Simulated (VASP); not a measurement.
Here is a VASP 6.6.1 calculation.

File INCAR:

```
SYSTEM = MgO
ALGO = Normal
EDIFF = 1E-6
ENCUT = 520
GGA = PS
ISIF = 2
ISMEAR = 0
LASPH = .TRUE.
LCHARG = .TRUE.
LELF = .TRUE.
LREAL = .FALSE.
LVHAR = .TRUE.
LWAVE = .FALSE.
NBANDS = 16
NELM = 100
PREC = Accurate
SIGMA = 0.05
```

Contents of KPOINTS:

```
k-points
0
G
  9 9 6
  0 0 0
```

The input POSCAR:

```
MgO
1.0
    3.3077869865      0.0000000000      0.0000000000
   -1.6538934933      2.8646275606      0.0000000000
    0.0000000000      0.0000000000      4.9828816700
Mg O
2 2
Direct
    0.3333333333      0.6666666667     -0.0128917914
    0.6666666667      0.3333333333      0.4871082086
    0.3333333333      0.6666666667      0.4024402600
    0.6666666667      0.3333333333      0.9024402600
```

Potentials or basis: VASP PAW PBE potentials, release 64 (Mg, O).

Launch:

```console
$ cat potpaw_PBE.64/Mg/POTCAR potpaw_PBE.64/O/POTCAR > POTCAR
$ mpirun -np 1 vasp_std > vasp.out
```

Task: What does it give for the pressure?

Result: -0.1 GPa.

Task: Predict the largest force.

Result: 0.379 eV/Å.

Forces in eV/Å, atoms in the order of the input:
```
Mg   0.000  0.000  0.379
Mg   0.000  0.000  0.379
O    0.000  0.000 -0.379
O    0.000  0.000 -0.379
```

Caveat: the cell differs from its parent crystal (all Mg atoms moved -0.075 Å, as atom 1 along Cartesian [0 0 1]); the PAW data sets were made with another functional, which shifts forces and pressure a little.
